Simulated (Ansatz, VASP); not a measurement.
## NaF in VASP and in Ansatz

The input POSCAR:

```
NaF
1.0
    6.3094409000      0.0000000000      0.0000000000
    0.0000000000      6.3094409000      0.0000000000
    0.0000000000      0.0000000000      6.3094409000
Na F
6 6
Direct
    0.7500000000      0.5000000000      0.0000000000
    0.5000000000      0.0000000000      0.7500000000
    0.0000000000      0.7500000000      0.5000000000
    0.0000000000      0.2500000000      0.5000000000
    0.2500000000      0.5000000000      0.0000000000
    0.5000000000      0.0000000000      0.2500000000
    0.5000000000      0.7500000000      0.0000000000
    0.7500000000      0.0000000000      0.5000000000
    0.0000000000      0.5000000000      0.7500000000
    0.2500000000      0.0000000000      0.5000000000
    0.0000000000      0.5000000000      0.2500000000
    0.5000000000      0.2500000000      0.0000000000
```

The input INCAR.step1:

```
SYSTEM = NaF
PREC = Accurate ; ENCUT = 520
ISMEAR = 0 ; SIGMA = 0.02
LREAL = .False. ; LASPH = .True.
NELM = 60 ; NBANDS = 54
GGA = PE ; ALGO = Normal
EDIFF = 1E-4 ; LWAVE = .True.
LCHARG = .False.
```

The input INCAR.step2:

```
SYSTEM = NaF
PREC = Accurate ; ENCUT = 520
EDIFF = 1E-7 ; ISMEAR = 0
SIGMA = 0.02 ; LREAL = .False.
LASPH = .True. ; NELM = 60
ALGO = Normal ; ISIF = 2
LWAVE = .False. ; LCHARG = .True.
METAGGA = R2SCAN ; LMIXTAU = .True.
LELF = .True. ; LVHAR = .True.
NBANDS = 54 ; ISTART = 1
```

Contents of KPOINTS:

```
Automatic mesh
0
Gamma
  4 4 4
  0 0 0
```

Input for Ansatz:

```yaml
crystal:
  lattice:
    - [6.3094409, 0.0, 0.0]
    - [0.0, 6.3094409, 0.0]
    - [0.0, 0.0, 6.3094409]
  atoms:
    - { symbol: Na, position: [0.75, 0.5, 0.0] }
    - { symbol: Na, position: [0.5, 0.0, 0.75] }
    - { symbol: Na, position: [0.0, 0.75, 0.5] }
    - { symbol: Na, position: [0.0, 0.25, 0.5] }
    - { symbol: Na, position: [0.25, 0.5, 0.0] }
    - { symbol: Na, position: [0.5, 0.0, 0.25] }
    - { symbol: F, position: [0.5, 0.75, 0.0] }
    - { symbol: F, position: [0.75, 0.0, 0.5] }
    - { symbol: F, position: [0.0, 0.5, 0.75] }
    - { symbol: F, position: [0.25, 0.0, 0.5] }
    - { symbol: F, position: [0.0, 0.5, 0.25] }
    - { symbol: F, position: [0.5, 0.25, 0.0] }
basis:
  ecutwfc: 500
kpoints:
  mp_grid: { grid: [4, 4, 4] }
  band_path:
    path:
      - [[0.0, 0.0, 0.0], [0.0, 0.5, 0.0], [0.5, 0.5, 0.0], [0.0, 0.0, 0.0], [0.5, 0.5, 0.5], [0.0, 0.5, 0.0]]
      - [[0.5, 0.5, 0.5], [0.5, 0.5, 0.0]]
    npoints: 10
hamiltonian:
  xc: r2scan
scf:
  occupations: { method: gaussian, width: 0.02 }
  n_extra_bands: 30
output:
  forces: true
  stress: true
  eigenvalues: true
  populations: true
  dos: { projected: true, de: 0.02, nscf_kmesh: { grid: [6, 6, 6] } }
  bader: false
  write_density: true
  write_potential: true
  elf: true
  volumetric_format: npy
```

Alike in both runs: task single point; functional r2SCAN; k mesh 4 × 4 × 4; occupations gaussian, width 0.02 eV; no spin polarisation.

|  | VASP | Ansatz |
| --- | --- | --- |
| version | VASP 6.6.1 | Ansatz 0.2.0 |
| potentials or method | VASP PAW PBE potentials, release 64 (Na_pv, F), cutoff 520 eV | scalar-relativistic, plane waves, PAW |
| valence electrons in the cell | 84 | 96 |

Ansatz gave:

* gap on the k mesh at the Fermi level (eV): 5.82
* least direct gap on the mesh (eV): 5.82
* pressure (GPa): -1.3

Which values does VASP return?

gap on the k mesh at the Fermi level (eV): 5.83; least direct gap on the mesh (eV): 5.83; pressure (GPa): -1.6.

VASP's potentials were made for PBE, not for r2SCAN. The functional is the same, so the differences come from potentials, cutoffs and numerics. VASP's potentials hold 84 valence electrons a cell and Ansatz's 96, so a difference there can come from the potentials and not from the codes. Ansatz's warnings: xc potential rough in thin density.
